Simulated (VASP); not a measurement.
# V (Fm-3m) in VASP: single point with r2SCAN

Aim: the single point of V with r2SCAN.

Program: VASP 6.6.1. These are calculated values, not measurements. Logs are shortened: lines on timing, memory, paths and dates and some standing lists are left out, and cuts for length are marked.

## 1. The cell of the first run

It takes space group Fm-3m (No. 225, cubic). The conventional cell has a = 3.790 Å, b = 3.790 Å, c = 3.790 Å, α = 90.00°, β = 90.00°, γ = 90.00°. Within 3.5 Å of V (site symmetry m-3m) lie 12 V at 2.68 Å.

This isn't the form of V at room conditions, which is bcc.

## 2. Single point, r2SCAN, collinear spin, ferromagnetic start

POSCAR

```
V
1.0
    0.0000000000      1.8950000000      1.8950000000
    1.8950000000      0.0000000000      1.8950000000
    1.8950000000      1.8950000000      0.0000000000
V
1
Direct
    0.0000000000      0.0000000000      0.0000000000
```

INCAR.step1

```
SYSTEM = V
PREC = Accurate
ENCUT = 520
ISMEAR = 1
SIGMA = 0.15
LREAL = .False.
LASPH = .True.
NELM = 150
ISPIN = 2
MAGMOM = 1.5
LMAXMIX = 4
NBANDS = 16
GGA = PE
ALGO = Normal
EDIFF = 1E-4
LWAVE = .True.
LCHARG = .False.
```

INCAR.step2

```
SYSTEM = V
PREC = Accurate
ENCUT = 520
EDIFF = 1E-6
ISMEAR = 1
SIGMA = 0.15
LREAL = .False.
LASPH = .True.
NELM = 150
ALGO = Normal
ISIF = 2
LWAVE = .False.
LCHARG = .False.
ISPIN = 2
MAGMOM = 1.5
LORBIT = 11
LMAXMIX = 4
METAGGA = R2SCAN
LMIXTAU = .True.
NBANDS = 16
ISTART = 1
```

KPOINTS

```
regular mesh
0
Gamma
  12 12 12
  0 0 0
```

Potentials or basis: VASP PAW PBE potentials, release 64 (V_sv).

Started as:

```bash
$ cat potpaw_PBE.64/V_sv/POTCAR > POTCAR
$ cp INCAR.step1 INCAR
$ mpirun -np 1 vasp_std > vasp.out
$ cp INCAR.step2 INCAR
$ mpirun -np 1 vasp_std > vasp.out
```

OUTCAR:

```text
SYSTEM = V
   PREC = Accurate
   ENCUT = 520
   EDIFF = 1E-6
   ISMEAR = 1
   LREAL = .False.
   LASPH = .True.
   NELM = 150
   ISIF = 2
   ISPIN = 2
   LORBIT = 11
   METAGGA = R2SCAN
   ISTART = 1

 ion  position               nearest neighbor table
   1  0.000  0.000  0.000-

  LATTYP: Found a face centered cubic cell.
 ALAT       =     3.7900000000

  Lattice vectors:

 A1 = (   0.0000000000,   1.8950000000,   1.8950000000)
 A2 = (   1.8950000000,   0.0000000000,   1.8950000000)
 A3 = (   1.8950000000,   1.8950000000,   0.0000000000)

Analysis of symmetry for initial positions (statically):
=====================================================================
 Subroutine PRICEL returns:
 Original cell was already a primitive cell.

 Routine SETGRP: Setting up the symmetry group for a
 face centered cubic supercell.

 Subroutine GETGRP returns: Found 48 space group operations
 (whereof 48 operations were pure point group operations)
 out of a pool of 48 trial point group operations.

The static configuration has the point symmetry O_h .

Analysis of symmetry for dynamics (positions and initial velocities):
=====================================================================
 Subroutine PRICEL returns:
 Original cell was already a primitive cell.

 Routine SETGRP: Setting up the symmetry group for a
 face centered cubic supercell.

 Subroutine GETGRP returns: Found 48 space group operations
 (whereof 48 operations were pure point group operations)
 out of a pool of 48 trial point group operations.

The dynamic configuration has the point symmetry O_h .

Analysis of structural, dynamic, and magnetic symmetry:
=====================================================================
 Subroutine PRICEL returns:
 Original cell was already a primitive cell.

 Routine SETGRP: Setting up the symmetry group for a
 face centered cubic supercell.

 Subroutine GETGRP returns: Found 48 space group operations
 (whereof 48 operations were pure point group operations)
 out of a pool of 48 trial point group operations.

The overall configuration has the point symmetry O_h .

 Subroutine INISYM returns: Found 48 space group operations
 (whereof 48 operations are pure point group operations),
 and found     1 'primitive' translations

----------------------------------------------------------------------------------------

                                     Primitive cell

  volume of cell :      13.6100

  direct lattice vectors                    reciprocal lattice vectors
     0.000000000  1.895000000  1.895000000    -0.263852243  0.263852243  0.263852243
     1.895000000  0.000000000  1.895000000     0.263852243 -0.263852243  0.263852243
     1.895000000  1.895000000  0.000000000     0.263852243  0.263852243 -0.263852243

  length of vectors
     2.679934701  2.679934701  2.679934701     0.457005490  0.457005490  0.457005490

  position of ions in fractional coordinates (direct lattice)
     0.000000000  0.000000000  0.000000000

  ion indices of the primitive-cell ions
   primitive index   ion index
                 1           1

----------------------------------------------------------------------------------------

 KPOINTS: regular mesh

Automatic generation of k-mesh.
 Grid dimensions read from file:
 generate k-points for:   12   12   12

 Generating k-lattice:

  Cartesian coordinates                     Fractional coordinates (reciprocal lattice)
    -0.021987687  0.021987687  0.021987687     0.083333333  0.000000000  0.000000000
     0.021987687 -0.021987687  0.021987687     0.000000000  0.083333333  0.000000000
     0.021987687  0.021987687 -0.021987687     0.000000000  0.000000000  0.083333333

  Length of vectors
     0.038083791  0.038083791  0.038083791

  Shift w.r.t. Gamma in fractional coordinates (k-lattice)
     0.000000000  0.000000000  0.000000000

 Subroutine IBZKPT returns following result:
 ===========================================

 Found     72 irreducible k-points:

 Following reciprocal coordinates:
            Coordinates               Weight
  0.000000  0.000000  0.000000      1.000000
  0.083333  0.000000  0.000000      8.000000
  0.166667  0.000000  0.000000      8.000000
  0.250000  0.000000  0.000000      8.000000
  0.333333  0.000000  0.000000      8.000000
  0.416667  0.000000  0.000000      8.000000
[... 16 lines left out ...]
  0.500000  0.166667  0.000000     24.000000
 -0.416667  0.166667  0.000000     24.000000
 [... further k-points ...]
   k-points           NKPTS =     72   k-points in BZ     NKDIM =     72   number of bands    NBANDS=     16
   number of dos      NEDOS =    301   number of ions     NIONS =      1
   total plane-waves  NPLWV =   8000
   dimension x,y,z NGX =    20 NGY =   20 NGZ =   20
   dimension x,y,z NGXF=    40 NGYF=   40 NGZF=   40
   ions per type =               1
   NGX,Y,Z   is equivalent  to a cutoff of  12.41, 12.41, 12.41 a.u.
   NGXF,Y,Z  is equivalent  to a cutoff of  24.81, 24.81, 24.81 a.u.
 SYSTEM =  V
   PREC   = accura    normal or accurate (medium, high low for compatibility)
   ISTART =      1    job   : 0-new  1-cont  2-samecut
   ICHARG =      0    charge: 1-file 2-atom 10-const
   ISPIN  =      2    spin polarized calculation?
   LNONCOLLINEAR =      F non collinear calculations
   LSORBIT =      F    spin-orbit coupling
   LASPH  =      T    aspherical Exc in radial PAW
   ENCUT  =  520.0 eV  38.22 Ry    6.18 a.u.   4.98  4.98  4.98*2*pi/ulx,y,z
   NELM   =    150;   NELMIN=  2; NELMDL=  0     # of ELM steps
   EDIFF  = 0.1E-05   stopping-criterion for ELM
   LREAL  =      F    real-space projection
   EDIFFG = 0.1E-04   stopping-criterion for IOM
   NSW    =      0    number of steps for IOM
   IBRION =     -1    ionic relax: 0-MD 1-quasi-New 2-CG
   NFREE  =      0    steps in history (QN), initial steepest desc. (CG)
   ISIF   =      2    stress and relaxation
   ISYM   =      2    0-nonsym 1-usesym 2-fastsym
   POTIM  = 0.5000    time-step for ionic-motion
   TEBEG  =    0.0;   TEEND  =   0.0 temperature during run
   PSTRESS=    0.0 pullay stress
   NELECT =      13.0000    total number of electrons
   NUPDOWN=      -1.0000    fix difference up-down
   EMIN   =  10.00;   EMAX   =-10.00  energy-range for DOS
   EFERMI =   0.00;   METHOD = LEGACY
   ISMEAR =     1;   SIGMA  =   0.15  broadening in eV -4-tet -1-fermi 0-gaus
   EFERMI_NEDOS =   21; number of points for ismear=-14 and -15
   IALGO  =     38    algorithm
   IMIX   =      4    mixing-type and parameters
     AMIX     =   0.40;   BMIX     =  1.00
     AMIX_MAG =   1.60;   BMIX_MAG =  1.00
  volume/ion in A,a.u.               =      13.61        91.84
  Fermi-wavevector in a.u.,A,eV,Ry     =   1.612266  3.046741 35.367013  2.599402
  Thomas-Fermi vector in A             =   2.707524
   LORBIT       =     11    0 simple, 1 ext, 2 COOP (PROOUT), +10 PAW based schemes
   METAGGA = R2SCAN    functional components
   LHFCALC =     F    Hartree Fock is set to
   AEXX    =    0.0000 exact exchange contribution
   IVDW    =     0    specifies the selected vdW correction
   LEPSILON=     F    determine dielectric tensor
   LRPA    =     F    only Hartree local field effects (RPA)
 spin polarized calculation
 Methfessel and Paxton  Order N= 1 SIGMA  =   0.15
  energy-cutoff  :      520.00
  volume of cell :       13.61
 maximum number of plane-waves:       380
   NGX =  9   NGY =  9   NGZ =  9

 number of electron      13.0000007 magnetization       0.0000030

 number of electron      13.0000007 magnetization      -0.0000002

 Free energy of the ion-electron system (eV)
  ---------------------------------------------------
  ext. energy  EPLUGINS =         0.00000000
  ---------------------------------------------------
  free energy    TOTEN  =       -13.88722903 eV

  energy without entropy =      -13.88841624  energy(sigma->0) =      -13.88762476

 E-fermi :   9.8683     XC(G=0): -14.0046

 val. band max:        9.8630121229   @ k =  -0.3333   0.4167   0.0833
 cond. band min:       9.9109369479   @ k =   0.0833   0.0000   0.0000
 fundamental gap:      0.0479248250
 Fermi energy:         9.8682869277

 spin component 1

 k-point     1 :       0.0000    0.0000    0.0000
  band No.  band energies     occupation
      1     -56.8069      1.00000
      2     -28.9811      1.00000
      3     -28.9811      1.00000
      4     -28.9811      1.00000
      5       2.4994      1.00000
      6      10.0626     -0.03476
[... 8 lines left out ...]
     15      38.6286      0.00000
     16      39.5997      0.00000
[... 419 lines left out ...]
 k-point    24 :      -0.4167    0.1667    0.0000
  band No.  band energies     occupation
      1     -56.6034      1.00000
      2     -29.7998      1.00000
      3     -29.2596      1.00000
      4     -29.1273      1.00000
      5       7.0102      1.00000
      6       8.9206      1.00000
[... 8 lines left out ...]
     15      38.8423      0.00000
     16      39.1568      0.00000

 [... further k-points ...]

 spin component 2

 k-point     1 :       0.0000    0.0000    0.0000
  band No.  band energies     occupation
      1     -56.8069      1.00000
      2     -28.9811      1.00000
      3     -28.9811      1.00000
      4     -28.9811      1.00000
      5       2.4994      1.00000
      6      10.0626     -0.03476
[... 8 lines left out ...]
     15      38.6286      0.00000
     16      39.5997      0.00000
[... 419 lines left out ...]
 k-point    24 :      -0.4167    0.1667    0.0000
  band No.  band energies     occupation
      1     -56.6034      1.00000
      2     -29.7998      1.00000
      3     -29.2596      1.00000
      4     -29.1273      1.00000
      5       7.0102      1.00000
      6       8.9206      1.00000
[... 8 lines left out ...]
     15      38.8423      0.00000
     16      39.1568      0.00000

 [... further k-points ...]

------------------------ aborting loop because EDIFF is reached ----------------------------------------

  FORCE on cell =-STRESS in cart. coord.  units (eV):
  Direction    XX          YY          ZZ          XY          YZ          ZX
  --------------------------------------------------------------------------------------
  -------------------------------------------------------------------------------------
  Total        0.1541879      0.1541879      0.1541879     -0.0000000     -0.0000000      0.0000000
  in kB       18.1511102     18.1511102     18.1511102     -0.0000000     -0.0000000      0.0000000
  external PRESSURE =      18.1511102 kB  Pullay stress =       0.0000000 kB

 VOLUME and BASIS-vectors are now :
 -----------------------------------------------------------------------------
  energy-cutoff  :      520.00
  volume of cell :       13.61
      direct lattice vectors                 reciprocal lattice vectors
     0.000000000  1.895000000  1.895000000    -0.263852243  0.263852243  0.263852243
     1.895000000  0.000000000  1.895000000     0.263852243 -0.263852243  0.263852243
     1.895000000  1.895000000  0.000000000     0.263852243  0.263852243 -0.263852243

 POSITION                                       TOTAL-FORCE (eV/Angst)
 -----------------------------------------------------------------------------------
      0.00000      0.00000      0.00000        -0.000000      0.000000      0.000000
 -----------------------------------------------------------------------------------
    total drift:                               -0.000000     -0.000000     -0.000000

  FREE ENERGIE OF THE ION-ELECTRON SYSTEM (eV)
  ---------------------------------------------------
  free  energy   TOTEN  =       -13.8872290283 eV

  energy  without entropy=      -13.8884162376  energy(sigma->0) =      -13.88762476

 total charge

# of ion       s       p       d       tot
------------------------------------------
    1        2.344   6.246   3.002  11.593

 magnetization (x)

# of ion       s       p       d       tot
------------------------------------------
    1       -0.000  -0.000  -0.000  -0.000
```

It took 2.2 min on 1 thread of AMD EPYC 7R13, shared host; peak memory 0.12 GiB.

Results:

```yaml
Free_energy: -13.8872 eV
Pressure: 1.8 GPa
Net_moment: 0.00 μB per cell
Valence_electrons_inside_the_program's_atomic_spheres: V 11.59
```

Caveat: the PAW data sets were made with another functional, which shifts forces and pressure a little.
